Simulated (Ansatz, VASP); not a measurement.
Two plane-wave programs on Si3C4

Contents of INCAR:

```
  PREC = Accurate
  ENCUT = 520
  EDIFF = 1E-7
  ISMEAR = 0
  SIGMA = 0.2
  LREAL = False
  LASPH = True
  NELM = 60
  ALGO = Normal
  ISIF = 2
  LWAVE = False
  LCHARG = True
  GGA = PE
  LELF = True
  LVHAR = True
  NBANDS = 23
```

The input KPOINTS:

```
Automatic mesh
0
Gamma
  12 12 4
```

Contents of POSCAR:

```
Si3C4
1.0
    3.0041700573      0.0000000000      0.0000000000
   -1.5020850286      2.6016875869      0.0000000000
    0.0000000000      0.0000000000      8.8932098622
Si C
3 4
Direct
    0.0000000000      0.0000000000      0.5000000000
    0.6666666667      0.3333333333      0.1727096351
    0.3333333333      0.6666666667      0.8272903649
    0.0000000000      0.0000000000      0.0858734323
    0.3333333333      0.6666666667      0.6216581150
    0.0000000000      0.0000000000      0.9141265677
    0.6666666667      0.3333333333      0.3783418850
```

Input for Ansatz:

```yaml
crystal:
  lattice:
    - [3.0041700573, 0.0, 0.0]
    - [-1.5020850286, 2.6016875869, 0.0]
    - [0.0, 0.0, 8.8932098622]
  atoms:
    - { symbol: Si, position: [0.0, 0.0, 0.5] }
    - { symbol: Si, position: [0.6666666667, 0.3333333333, 0.1727096351] }
    - { symbol: Si, position: [0.3333333333, 0.6666666667, 0.8272903649] }
    - { symbol: C, position: [0.0, 0.0, 0.0858734323] }
    - { symbol: C, position: [0.3333333333, 0.6666666667, 0.621658115] }
    - { symbol: C, position: [0.0, 0.0, 0.9141265677] }
    - { symbol: C, position: [0.6666666667, 0.3333333333, 0.378341885] }
basis:
  ecutwfc: 420
kpoints:
  mp_grid: { grid: [12, 12, 4] }
hamiltonian:
  xc: pbe
scf:
  occupations: { method: gaussian, width: 0.2 }
  lower_state_search: "off"
output:
  forces: true
  stress: true
  eigenvalues: true
```

Alike in both runs: task single point; functional PBE; k mesh 12 × 12 × 4; occupations gaussian, width 0.2 eV; no spin polarisation.

```csv
,VASP,Ansatz
version,VASP 6.6.1,Ansatz 0.2.0
potentials or method,"VASP PAW PBE potentials, release 64 (Si, C), cutoff 520 eV","scalar-relativistic, plane waves, PAW"
valence electrons in the cell,28,28
```

VASP gave:

| Property | Result |
| --- | --- |
| gap on the k mesh at the Fermi level (eV) | none |
| pressure (GPa) | 0.0 |
| rms of the force components (eV/Å) | 0.014 |

Question: Estimate Ansatz's values.

Answer: gap on the k mesh at the Fermi level (eV): none; pressure (GPa): 0.0; rms of the force components (eV/Å): 0.004.

Atom by atom the forces differ by 0.013 eV/Å (rms over components). A gap of «none» marks a metal or a gap that the smearing closes.
